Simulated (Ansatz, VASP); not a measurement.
One calculation of Sb, two programs

The input INCAR:

```
SYSTEM = Sb
PREC = Accurate
ENCUT = 600
EDIFF = 1E-6
ISMEAR = -1
SIGMA = 0.1
LREAL = .FALSE.
LASPH = .TRUE.
NELM = 60
ALGO = Normal
ISIF = 3
LWAVE = .FALSE.
LCHARG = .FALSE.
GGA = PE
IBRION = 2
NSW = 80
EDIFFG = -0.01
```

Contents of KPOINTS:

```
regular mesh
0
G
  9 9 9
  0 0 0
```

The input POSCAR:

```
Sb
1.0
    2.1540983456      1.2436692597      3.7580152782
   -2.1540983456      1.2436692597      3.7580152782
    0.0000000000     -2.4873385193      3.7580152782
Sb
2
Direct
    0.2330000000      0.2330000000      0.2330000000
    0.7670000000      0.7670000000      0.7670000000
```

Input for Ansatz:

```yaml
crystal:
  lattice:
    - [2.1540983456, 1.2436692597, 3.7580152782]
    - [-2.1540983456, 1.2436692597, 3.7580152782]
    - [0.0, -2.4873385193, 3.7580152782]
  atoms:
    - { symbol: Sb, position: [0.233, 0.233, 0.233] }
    - { symbol: Sb, position: [0.767, 0.767, 0.767] }
hamiltonian:
  xc: pbe
  pseudopotentials:
    kind: paw
    azcp:
      Sb: "pseudopotentials/Sb.paw.azcp"
basis:
  ecutwfc: 420
  fft_grid_basis: typed
kpoints:
  mp_grid: { grid: [9, 9, 9], shift: [0, 0, 0] }
magnetization:
  spin_polarized: false
scf:
  occupations: { method: fermi_dirac, width: 0.1 }
relax:
  max_steps: 60
  f_tol: 0.01
  cell: {}
```

Alike in both runs: task relaxation of cell and atoms; functional PBE; k mesh 9 × 9 × 9; occupations fermi-dirac, width 0.1 eV; no spin polarisation.

|  | VASP | Ansatz |
| --- | --- | --- |
| version | VASP 6.6.1 | Ansatz 0.2.0 |
| potentials or method | VASP PAW PBE potentials, release 64 (Sb), cutoff 600 eV | plane waves (420 eV) with PAW, scalar-relativistic |
| valence electrons in the cell | 10 | 30 |

|  | VASP | Ansatz | Ansatz less VASP |
| --- | --- | --- | --- |
| relaxed volume (Å³/atom) | 31.79 | 31.86 | +0.073 |
| relaxed length of the cell vector where the two differ most in proportion (Å) | 4.587 | 4.599 | +0.0117 |

VASP's potentials hold 10 valence electrons a cell and Ansatz's 30, so a difference there can come from the potentials and not from the codes.

Spin-orbit coupling is off throughout.
